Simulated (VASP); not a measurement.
BeTe, 2 atoms in the cell. Symmetry: I-4m2, No. 119, tetragonal system. The conventional cell has a = 4.000 Å, b = 4.000 Å, c = 5.827 Å, α = 90.00°, β = 90.00°, γ = 90.00°. Within 3.3 Å of Be (site symmetry -4m2) lie 4 Te at 2.47 Å. Within 3.3 Å of Te (site symmetry -4m2) lie 4 Be at 2.47 Å.  This cell differs from its parent crystal: uniaxial z strain +3.0%.

- Program: VASP 6.6.1
- Task: single point
- Functional: r2SCAN
- Potentials or basis: VASP PAW PBE potentials, release 64 (Be, Te)
- Cutoff: 520 eV
- k mesh: 8 × 8 × 8
- Occupations: gaussian, width 0.01 eV
- Spin: no spin polarisation
- Dipole correction: no
- Further INCAR settings: ALGO = Normal; EDIFF = 1e-06; NBANDS = 11

Potentials or basis: VASP PAW PBE potentials, release 64 (Be, Te).

The run is started by

```bash
$ cat potpaw_PBE.64/Be/POTCAR potpaw_PBE.64/Te/POTCAR > POTCAR
$ cp INCAR.step1 INCAR
$ mpirun -np 1 vasp_std > vasp.out
$ cp INCAR.step2 INCAR
$ mpirun -np 1 vasp_std > vasp.out
```

Hardware: 1 thread of Intel(R) Xeon(R) 6975P-C (Granite Rapids) (shared host).

**Question.** How long does it take, and how much memory?

**Answer.** Wall time 46 s on 1 thread of Intel(R) Xeon(R) 6975P-C (Granite Rapids) (shared host), peak memory 0.19 GiB. Counts: k points 59.
